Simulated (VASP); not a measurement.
Here is a VASP 6.6.1 calculation.

File INCAR:

```
SYSTEM = TiO
PREC = Accurate
ENCUT = 520
EDIFF = 1E-7
ISMEAR = 0
SIGMA = 0.15
LREAL = .False.
LASPH = .True.
NELM = 100
ALGO = Normal
ISIF = 2
LWAVE = .False.
LCHARG = .False.
GGA = PS
NBANDS = 16
```

KPOINTS

```
regular mesh
0
Gamma
  18 18 16
  0 0 0
```

POSCAR

```
TiO
1.0
    2.7885979981      0.0000000000      0.0000000000
   -1.3942989991      2.4149967073      0.0000000000
    0.0000000000      0.0000000000      3.1290000000
Ti O
1 1
Direct
    0.6666666667      0.3333333333      0.0000000000
    0.0000000000      0.0000000000      0.5000000000
```

Potentials or basis: VASP PAW PBE potentials, release 64 (Ti_sv, O).

The run is started by

```sh
$ cat potpaw_PBE.64/Ti_sv/POTCAR potpaw_PBE.64/O/POTCAR > POTCAR
$ mpirun -np 1 vasp_std > vasp.out
```

Problem. Estimate the pressure.

Solution. -22.6 GPa.

Stress tensor (GPa, compression positive):
```
 -8.22   0.00   0.00
  0.00  -8.22   0.00
  0.00   0.00 -51.51
```

Caveat: the PAW data sets were made with another functional, which shifts forces and pressure a little.
